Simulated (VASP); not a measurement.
Zn, 2 atoms in the cell. The structure is hexagonal, space group P6_3/mmc (No. 194). The conventional cell has a = 2.701 Å, b = 2.701 Å, c = 4.814 Å, α = 90.00°, β = 90.00°, γ = 120.00°. Within 3.6 Å of Zn (site symmetry -6m2) lie 12 Zn at 2.70 to 2.87 Å.  This cell differs from its parent crystal: ratio of the length along z to the lengths across it x 0.96, volume and fractional coordinates fixed.

```yaml
Program: VASP 6.6.1
Task: single point
Functional: PBE
Potentials_or_basis: VASP PAW PBE potentials, release 64 (Zn)
Cutoff: 520 eV
k_mesh: 24 × 24 × 12
Occupations: gaussian, width 0.15 eV
Spin: no spin polarisation
Dipole_correction: no
Further_INCAR_settings: ALGO = Fast; EDIFF = 1e-07; NBANDS = 19
```

Potentials or basis: VASP PAW PBE potentials, release 64 (Zn).

Launch:

```bash
$ cat potpaw_PBE.64/Zn/POTCAR > POTCAR
$ mpirun -np 1 vasp_std > vasp.out
```

Hardware: 1 thread of Intel(R) Xeon(R) Platinum 8488C (Sapphire Rapids), on a shared host.

Question: Estimate the wall time of this run.

Answer: Run time: 2 min on 1 thread of Intel(R) Xeon(R) Platinum 8488C (Sapphire Rapids), with other jobs on the host, peak memory 0.29 GiB. Counts: scf iterations 14, k points 427.
